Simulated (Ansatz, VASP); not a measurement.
**ZnO in VASP and in Ansatz**

Contents of INCAR:

```
SYSTEM = ZnO
  PREC = Accurate
  ENCUT = 520
  EDIFF = 1E-6
  ISMEAR = -1
  SIGMA = 0.03
  LREAL = .False.
  LASPH = .True.
  NELM = 60
  ALGO = Normal
  ISIF = 2
  LWAVE = .False.
  LCHARG = .False.
  GGA = PE
  NBANDS = 16
```

KPOINTS

```
Automatic mesh
0
Gamma
  10 10 10
  0 0 0
```

File POSCAR:

```
ZnO
1.0
    0.0000000000      2.1400000000      2.1400000000
    2.1400000000      0.0000000000      2.1400000000
    2.1400000000      2.1400000000      0.0000000000
Zn O
1 1
Direct
    0.0000000000      0.0000000000      0.0000000000
    0.5000000000      0.5000000000      0.5000000000
```

Input for Ansatz:

```yaml
crystal:
  lattice:
    - [0.0, 2.14, 2.14]
    - [2.14, 0.0, 2.14]
    - [2.14, 2.14, 0.0]
  atoms:
    - { symbol: Zn, position: [0.0, 0.0, 0.0] }
    - { symbol: O, position: [0.5, 0.5, 0.5] }
kpoints:
  mp_grid: { grid: [10, 10, 10] }
  band_path:
    path:
      - [0.0, 0.0, 0.0]
      - [0.5, 0.0, 0.5]
      - [0.625, 0.25, 0.625]
      - [0.375, 0.375, 0.75]
      - [0.0, 0.0, 0.0]
      - [0.5, 0.5, 0.5]
      - [0.5, 0.25, 0.75]
      - [0.5, 0.0, 0.5]
    npoints: 8
scf:
  occupations: { method: fermi_dirac, width: 0.03 }
hamiltonian:
  xc: pbe
  pseudopotentials: { kind: all_electron, lapw: { basis_error: 0.001 } }
output:
  forces: true
  stress: true
  eigenvalues: true
  populations: true
  dos: { projected: true, de: 0.2, e_range: [-14, 8] }
```

Alike in both runs: task single point; functional PBE; k mesh 10 × 10 × 10; occupations fermi-dirac, width 0.03 eV; no spin polarisation.

|  | VASP | Ansatz |
| --- | --- | --- |
| version | VASP 6.6.1 | Ansatz 0.2.0 |
| potentials or method | VASP PAW PBE potentials, release 64 (Zn, O), cutoff 520 eV | all-electron LAPW, scalar-relativistic |

```csv
,VASP,Ansatz,Ansatz less VASP
pressure (GPa),7.4,6.1,-1.25
```

Ansatz ran all-electron here, and VASP with PAW potentials.
